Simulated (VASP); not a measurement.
SnSe2, 6 atoms in the cell. Symmetry: I4_1/amd, No. 141, tetragonal system. Conventional cell: a = 5.629 Å, b = 5.629 Å, c = 11.023 Å, α = 90.00°, β = 90.00°, γ = 90.00°. Sn (site symmetry -4m2) has 6 Se at 2.54 to 2.82 Å within 3.4 Å. Se (site symmetry 2mm) has 3 Sn at 2.54 to 2.82 Å within 3.4 Å. 

```yaml
Program: VASP 6.6.1
Task: single point
Functional: r2SCAN
Potentials_or_basis: VASP PAW PBE potentials, release 64 (Sn_d, Se)
Cutoff: 520 eV
k_mesh: 6 × 6 × 6
Occupations: fermi-dirac, width 0.02 eV
Spin: no spin polarisation
Dipole_correction: no
Further_INCAR_settings: ALGO = Normal; EDIFF = 1e-06; NBANDS = 35
```

Potentials or basis: VASP PAW PBE potentials, release 64 (Sn_d, Se).

Run with:

```console
$ cat potpaw_PBE.64/Sn_d/POTCAR potpaw_PBE.64/Se/POTCAR > POTCAR
$ cp INCAR.step1 INCAR
$ mpirun -np 1 vasp_std > vasp.out
$ cp INCAR.step2 INCAR
$ mpirun -np 1 vasp_std > vasp.out
```

Hardware: 1 thread of AMD EPYC 9R45 96-Core Processor (Zen 5), on a shared host.

How long does it take, and how much memory?

Wall time 11 min on 1 thread of AMD EPYC 9R45 96-Core Processor (Zen 5), on a shared host, peak memory 0.48 GiB. Counts: k points 30.
